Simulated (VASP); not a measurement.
# Al2Cu (P-62m) in VASP: further runs, part 2 of 3

VASP 6.6.1. The steps go on from the part before.

## Step 3: Single point, PBE

This run uses another cell than the first one, of 14.76 Å³/atom, 1.006 times its volume.

Input file INCAR:

```
SYSTEM = Al2Cu
  PREC = Accurate
  ENCUT = 520
  EDIFF = 1E-6
  ISMEAR = 0
  SIGMA = 0.1
  LREAL = .False.
  LASPH = .True.
  NELM = 80
  ALGO = Normal
  ISIF = 2
  LWAVE = .False.
  LCHARG = .True.
  GGA = PE
  LELF = .True.
  LVHAR = .True.
  NBANDS = 26
```

Input file KPOINTS:

```
regular mesh
0
Gamma
  6 6 4
  0 0 0
```

Input file POSCAR:

```
Al2Cu
1.0
    4.8181256429     -0.0000000029      0.0000000000
   -2.4090628189      4.1726192068      0.0000000000
    0.0000000000      0.0000000000      4.4047057467
Al Cu
4 2
Direct
    0.0000000000      0.0000000000      0.0000000000
    0.0000000000      0.3442152943      0.5000000000
    0.6557847057      0.6557847057      0.5000000000
    0.3442152943      0.0000000000      0.5000000000
    0.6666666667      0.3333333333      0.0000000000
    0.3333333333      0.6666666667      0.0000000000
```

Potentials or basis: VASP PAW PBE potentials, release 64 (Al, Cu).

Started as:

```bash
> cat potpaw_PBE.64/Al/POTCAR potpaw_PBE.64/Cu/POTCAR > POTCAR
> mpirun -np 1 vasp_std > vasp.out
```

OUTCAR:

```text
SYSTEM = Al2Cu
   PREC = Accurate
   ENCUT = 520
   EDIFF = 1E-6
   ISMEAR = 0
   LREAL = .False.
   LASPH = .True.
   NELM = 80
   ISIF = 2
   GGA = PE

 ion  position               nearest neighbor table
   1  0.000  0.000  0.000-   2 2.76   2 2.76   3 2.76   3 2.76   4 2.76   4 2.76   6 2.78   5 2.78
                             6 2.78   5 2.78   5 2.78   6 2.78
   2  0.000  0.344  0.500-   5 2.71   5 2.71   6 2.71   6 2.71   4 2.74   3 2.74   4 2.74   3 2.74
                             1 2.76   1 2.76   3 2.87   4 2.87
   3  0.656  0.656  0.500-   5 2.71   5 2.71   6 2.71   6 2.71   4 2.74   4 2.74   2 2.74   2 2.74
                             1 2.76   1 2.76   2 2.87   4 2.87
   4  0.344  0.000  0.500-   6 2.71   6 2.71   5 2.71   5 2.71   3 2.74   2 2.74   3 2.74   2 2.74
                             1 2.76   1 2.76   2 2.87   3 2.87
   5  0.667  0.333  0.000-   2 2.71   2 2.71   4 2.71   4 2.71   3 2.71   3 2.71   6 2.78   1 2.78
                             6 2.78   1 2.78   1 2.78   6 2.78
   6  0.333  0.667  0.000-   4 2.71   4 2.71   2 2.71   2 2.71   3 2.71   3 2.71   5 2.78   1 2.78
                             5 2.78   1 2.78   1 2.78   5 2.78

  LATTYP: Found a hexagonal cell.
 ALAT       =     4.8181256429
 C/A-ratio  =     0.9141948702

  Lattice vectors:

 A1 = (   4.8181256429,  -0.0000000029,   0.0000000000)
 A2 = (  -2.4090628189,   4.1726192068,   0.0000000000)
 A3 = (   0.0000000000,   0.0000000000,   4.4047057467)

Analysis of symmetry for initial positions (statically):
=====================================================================
 Subroutine PRICEL returns:
 Original cell was already a primitive cell.

 Routine SETGRP: Setting up the symmetry group for a
 hexagonal supercell.

 Subroutine GETGRP returns: Found 12 space group operations
 (whereof 12 operations were pure point group operations)
 out of a pool of 24 trial point group operations.

The static configuration has the point symmetry D_3h.

Analysis of symmetry for dynamics (positions and initial velocities):
=====================================================================
 Subroutine PRICEL returns:
 Original cell was already a primitive cell.

 Routine SETGRP: Setting up the symmetry group for a
 hexagonal supercell.

 Subroutine GETGRP returns: Found 12 space group operations
 (whereof 12 operations were pure point group operations)
 out of a pool of 24 trial point group operations.

The dynamic configuration has the point symmetry D_3h.

 Subroutine INISYM returns: Found 12 space group operations
 (whereof 12 operations are pure point group operations),
 and found     1 'primitive' translations

----------------------------------------------------------------------------------------

                                     Primitive cell

  volume of cell :      88.5531

  direct lattice vectors                    reciprocal lattice vectors
     4.818125643 -0.000000003  0.000000000     0.207549590  0.119828811  0.000000000
    -2.409062819  4.172619207  0.000000000     0.000000000  0.239657623  0.000000000
     0.000000000  0.000000000  4.404705747     0.000000000  0.000000000  0.227029922

  length of vectors
     4.818125643  4.818125643  4.404705747     0.239657623  0.239657623  0.227029922

  position of ions in fractional coordinates (direct lattice)
     0.000000000  0.000000000  0.000000000
     1.000000000  0.344215294  0.500000000
     0.655784706  0.655784706  0.500000000
     0.344215294  0.000000000  0.500000000
[... 59 lines left out ...]
  0.333333  0.166667  0.500000     12.000000
  0.333333  0.333333  0.500000      2.000000
   k-points           NKPTS =     21   k-points in BZ     NKDIM =     21   number of bands    NBANDS=     26
   number of dos      NEDOS =    301   number of ions     NIONS =      6
   total plane-waves  NPLWV =  46656
   dimension x,y,z NGX =    36 NGY =   36 NGZ =   36
   dimension x,y,z NGXF=    72 NGYF=   72 NGZF=   72
   ions per type =               4   2
   NGX,Y,Z   is equivalent  to a cutoff of  12.42, 12.42, 13.59 a.u.
   NGXF,Y,Z  is equivalent  to a cutoff of  24.84, 24.84, 27.17 a.u.
 SYSTEM =  Al2Cu
   PREC   = accura    normal or accurate (medium, high low for compatibility)
   ISTART =      0    job   : 0-new  1-cont  2-samecut
   ICHARG =      2    charge: 1-file 2-atom 10-const
   ISPIN  =      1    spin polarized calculation?
   LNONCOLLINEAR =      F non collinear calculations
   LSORBIT =      F    spin-orbit coupling
   LASPH  =      T    aspherical Exc in radial PAW
   ENCUT  =  520.0 eV  38.22 Ry    6.18 a.u.   8.96  8.96  8.19*2*pi/ulx,y,z
   NELM   =     80;   NELMIN=  2; NELMDL= -5     # of ELM steps
   EDIFF  = 0.1E-05   stopping-criterion for ELM
   LREAL  =      F    real-space projection
   EDIFFG = 0.1E-04   stopping-criterion for IOM
   NSW    =      0    number of steps for IOM
   IBRION =     -1    ionic relax: 0-MD 1-quasi-New 2-CG
   NFREE  =      0    steps in history (QN), initial steepest desc. (CG)
   ISIF   =      2    stress and relaxation
   ISYM   =      2    0-nonsym 1-usesym 2-fastsym
   POTIM  = 0.5000    time-step for ionic-motion
   TEBEG  =    0.0;   TEEND  =   0.0 temperature during run
   PSTRESS=    0.0 pullay stress
   NELECT =      34.0000    total number of electrons
   NUPDOWN=      -1.0000    fix difference up-down
   EMIN   =  10.00;   EMAX   =-10.00  energy-range for DOS
   EFERMI =   0.00;   METHOD = LEGACY
   ISMEAR =     0;   SIGMA  =   0.10  broadening in eV -4-tet -1-fermi 0-gaus
   EFERMI_NEDOS =   21; number of points for ismear=-14 and -15
   IALGO  =     38    algorithm
   IMIX   =      4    mixing-type and parameters
     AMIX     =   0.40;   BMIX     =  1.00
     AMIX_MAG =   1.60;   BMIX_MAG =  1.00
  volume/ion in A,a.u.               =      14.76        99.60
  Fermi-wavevector in a.u.,A,eV,Ry     =   1.189871  2.248530 19.263033  1.415793
  Thomas-Fermi vector in A             =   2.325969
   LORBIT       =      0    0 simple, 1 ext, 2 COOP (PROOUT), +10 PAW based schemes
   GGA     = PE    functional components
   LHFCALC =     F    Hartree Fock is set to
   AEXX    =    0.0000 exact exchange contribution
   IVDW    =     0    specifies the selected vdW correction
   LEPSILON=     F    determine dielectric tensor
   LRPA    =     F    only Hartree local field effects (RPA)
 non-spin polarized calculation
 Gauss-broadening in eV      SIGMA  =   0.10
  energy-cutoff  :      520.00
  volume of cell :       88.55
 maximum number of plane-waves:      2404
 NGX is ok and might be reduce to    36
   NGX = 17   NGY = 17   NGZ = 17

 number of electron      34.0000043 magnetization

 Free energy of the ion-electron system (eV)
  ---------------------------------------------------
  ext. energy  EPLUGINS =         0.00000000
  ---------------------------------------------------
  free energy    TOTEN  =       -22.67594832 eV

  energy without entropy =      -22.67111138  energy(sigma->0) =      -22.67352985

 E-fermi :   8.1288     XC(G=0): -10.9177

 val. band max:        8.0278187526   @ k =   0.1667   0.0000   0.2500
 cond. band min:       8.1857009935   @ k =   0.1667   0.0000   0.5000
 fundamental gap:      0.1578822409
 Fermi energy:         8.1287637370

 k-point     1 :       0.0000    0.0000    0.0000
  band No.  band energies     occupation
      1      -2.8407      2.00000
      2       3.0876      2.00000
      3       3.7496      2.00000
      4       3.7496      2.00000
      5       3.8273      2.00000
      6       4.3443      2.00000
[... 598 lines left out ...]
     25      16.0572      0.00000
     26      16.0833      0.00000

------------------------ aborting loop because EDIFF is reached ----------------------------------------

  FORCE on cell =-STRESS in cart. coord.  units (eV):
  Direction    XX          YY          ZZ          XY          YZ          ZX
  --------------------------------------------------------------------------------------
  -------------------------------------------------------------------------------------
  Total        0.0846063      0.0846063      0.1391276      0.0000000      0.0000000     -0.0000000
  in kB        1.5307682      1.5307682      2.5172146      0.0000000      0.0000000     -0.0000000
  external PRESSURE =       1.8595836 kB  Pullay stress =       0.0000000 kB

 VOLUME and BASIS-vectors are now :
 -----------------------------------------------------------------------------
  energy-cutoff  :      520.00
  volume of cell :       88.55
      direct lattice vectors                 reciprocal lattice vectors
     4.818125643 -0.000000003  0.000000000     0.207549590  0.119828811  0.000000000
    -2.409062819  4.172619207  0.000000000     0.000000000  0.239657623  0.000000000
     0.000000000  0.000000000  4.404705747     0.000000000  0.000000000  0.227029922

 POSITION                                       TOTAL-FORCE (eV/Angst)
 -----------------------------------------------------------------------------------
      0.00000      0.00000      0.00000         0.000000     -0.000000      0.000000
     -0.82924      1.43628      2.20235        -0.001124      0.001948      0.000000
      1.57983      2.73634      2.20235        -0.001124     -0.001948     -0.000000
      1.65847     -0.00000      2.20235         0.002249     -0.000000      0.000000
      2.40906      1.39087      0.00000        -0.000000     -0.000000      0.000000
      0.00000      2.78175      0.00000        -0.000000     -0.000000      0.000000
 -----------------------------------------------------------------------------------
    total drift:                                0.000001      0.000002      0.000000

  FREE ENERGIE OF THE ION-ELECTRON SYSTEM (eV)
  ---------------------------------------------------
  free  energy   TOTEN  =       -22.6759483173 eV

  energy  without entropy=      -22.6711113762  energy(sigma->0) =      -22.67352985
```

Run time: 44 s. Hardware: 1 thread of Intel Xeon Platinum 8124M at 3.00GHz (Skylake/Cascade Lake), shared host; peak memory 0.21 GiB.

Results:

| Item | Value |
| --- | --- |
| Free energy | -22.6759 eV |
| Pressure | 0.2 GPa |
| Band gap on the k mesh | zero (band 17 reaches 9.79 eV, above the bottom of band 18 at 6.91 eV) |

Forces in eV/Å, atoms in the order of the input:
```
Al   0.000  0.000  0.000
Al  -0.001  0.002  0.000
Al  -0.001 -0.002  0.000
Al   0.002  0.000  0.000
Cu   0.000  0.000  0.000
Cu   0.000  0.000  0.000
```

## Step 4: Relaxation of cell and atoms, PBE

Input file INCAR:

```
PREC = Accurate ; ENCUT = 600
EDIFF = 1E-7 ; ISMEAR = 0
SIGMA = 0.1 ; LREAL = False
LASPH = True ; NELM = 80
ALGO = Fast ; ISIF = 3
LWAVE = False ; LCHARG = False
GGA = PE ; IBRION = 2
NSW = 90 ; EDIFFG = -0.04
```

Input file KPOINTS:

```
Automatic mesh
0
Gamma
  6 6 4
```

Input file POSCAR:

```
Al2Cu
1.0
    4.7831794300      0.0000000000      0.0000000000
   -2.3915897100      4.1423548900      0.0000000000
    0.0000000000      0.0000000000      4.4430657400
Al Cu
4 2
Direct
    0.0000000000      0.0000000000      0.0000000000
    0.0000000000      0.3333333300      0.5000000000
    0.6666666700      0.6666666700      0.5000000000
    0.3333333300      0.0000000000      0.5000000000
    0.6666666700      0.3333333300      0.0000000000
    0.3333333300      0.6666666700      0.0000000000
```

Started as:

```bash
> cat potpaw_PBE.64/Al/POTCAR potpaw_PBE.64/Cu/POTCAR > POTCAR
> mpirun -np 1 vasp_std > vasp.out
```

Run time: 4.5 min. Hardware: 1 thread of Intel Xeon Platinum 8124M at 3.00GHz (Skylake/Cascade Lake), shared host; peak memory 0.26 GiB.

It converged, with:

```
Free energy                            : -22.6763 eV
Relaxed volume                         : 14.78 Å³/atom
Relaxed cell                           : a = 4.819 Å, b = 4.819 Å, c = 4.410 Å, α = 90.00°, β = 90.00°, γ = 120.00°
Space group after relaxing (to 0.05 Å) : P-62m (No. 189)
Energy gained by relaxing              : 7.2 meV/atom
Ionic steps                            : 7
Pressure after relaxing                : 0.0 GPa
Band gap on the k mesh                 : zero (band 17 reaches 9.78 eV, above the bottom of band 18 at 6.89 eV)
```

Stress tensor (GPa, compression positive):
```
 0.09  0.00  0.00
 0.00  0.09  0.00
 0.00  0.00 -0.04
```

Step by step:
```csv
step,energy change (eV),largest force (eV/Å),pressure (GPa),volume (Å³)
1,0.0000,0.4608,0.83,88.03
2,-0.0320,0.2438,-0.30,89.00
3,-0.0367,0.1422,-0.86,89.54
4,-0.0428,0.0459,0.04,88.60
5,-0.0428,0.0244,0.35,88.39
6,-0.0429,0.0321,0.27,88.46
7,-0.0434,0.0002,0.05,88.68
```

Final structure:
```xyz
6
Lattice="4.8187 0.0000 0.0000 -2.4094 4.1731 0.0000 0.0000 0.0000 4.4098" Properties=species:S:1:pos:R:3 pbc="T T T"
Al    0.0000    0.0000    0.0000
Al   -0.8294    1.4365    2.2049
Al    1.5800    2.7366    2.2049
Al   -0.7506    4.1731    2.2049
Cu    2.4094    1.3910    0.0000
Cu    0.0000    2.7821    0.0000
```

Levels at points of the mesh, in eV from the Fermi level:
| k point | band 13 | band 14 | band 15 | band 16 | band 17 | band 18 | band 19 | band 20 | band 21 |
| --- | --- | --- | --- | --- | --- | --- | --- | --- | --- |
| (0.00, 0.00, 0.00) | -2.63 | -1.90 | -1.90 | -1.29 | -1.22 | -1.22 | -1.13 | 3.59 | 4.35 |
| (0.50, 0.00, 0.00) | -2.85 | -2.43 | -1.01 | -0.96 | -0.58 | 0.22 | 2.21 | 2.86 | 3.57 |
| (0.00, 0.00, 0.50) | -2.08 | -1.99 | -0.71 | -0.71 | 0.13 | 0.13 | 0.37 | 0.89 | 0.89 |
| (0.50, 0.00, 0.50) | -3.18 | -3.01 | -2.82 | -2.44 | -1.24 | -0.38 | 4.25 | 4.31 | 5.14 |

## Step 5: Single point, PBE

This run uses another cell than the first one, of 14.77 Å³/atom, 1.007 times its volume.

Input file INCAR:

```
SYSTEM = Al2Cu
PREC = Accurate ; ENCUT = 520
EDIFF = 1E-6 ; ISMEAR = 0
SIGMA = 0.1 ; LREAL = .FALSE.
LASPH = .TRUE. ; NELM = 60
ALGO = Fast ; ISIF = 2
LWAVE = .FALSE. ; LCHARG = .FALSE.
GGA = PE ; NBANDS = 26
```

Input file KPOINTS:

```
regular mesh
0
G
  12 12 8
  0 0 0
```

Input file POSCAR:

```
Al2Cu
1.0
    4.8295273269      0.0000000000      0.0000000000
   -2.4147636634      4.1824933534      0.0000000000
    0.0000000000      0.0000000000      4.3880789307
Al Cu
4 2
Direct
    0.0000000000      0.0000000000      0.0000000000
    0.0000000000      0.3463439193      0.5000000000
    0.6536560807      0.6536560807      0.5000000000
    0.3463439193      0.0000000000      0.5000000000
    0.6666666667      0.3333333333      0.0000000000
    0.3333333333      0.6666666667      0.0000000000
```

Started as:

```bash
> cat potpaw_PBE.64/Al/POTCAR potpaw_PBE.64/Cu/POTCAR > POTCAR
> mpirun -np 1 vasp_std > vasp.out
```

Run time: 96 s. Hardware: 1 thread of Intel Xeon 6975P-C (Granite Rapids), shared host; peak memory 0.33 GiB.

It converged, with:

```yaml
Free_energy: -22.5556 eV
Pressure: 0.2 GPa
Largest_force: 0.019 eV/Å
Band_gap_on_the_k_mesh: zero (band 17 reaches 9.74 eV, above the bottom of band 18 at 6.89 eV)
```

Forces on the atoms (eV/Å):
```
Al   0.000  0.000  0.000
Al   0.009 -0.016  0.000
Al   0.009  0.016  0.000
Al  -0.019  0.000  0.000
Cu   0.000  0.000  0.000
Cu   0.000  0.000  0.000
```

Levels at points of the mesh, in eV from the Fermi level:
```
           k point  band 13  band 14  band 15  band 16  band 17  band 18  band 19  band 20  band 21  band 22
(0.00, 0.00, 0.00)    -2.73    -2.04    -2.04    -1.37    -1.37    -1.35    -1.28     3.49     4.25     4.25
(0.50, 0.00, 0.00)    -2.97    -2.53    -1.11    -1.03    -0.63     0.17     2.10     2.79     3.39     3.53
(0.00, 0.00, 0.50)    -2.19    -2.17    -0.83    -0.83    -0.01    -0.01     0.23     0.75     0.75     0.78
(0.50, 0.00, 0.50)    -3.31    -3.13    -2.93    -2.56    -1.35    -0.51     4.08     4.16     4.98     5.41
```

(Part 2 of 3 ends here.)
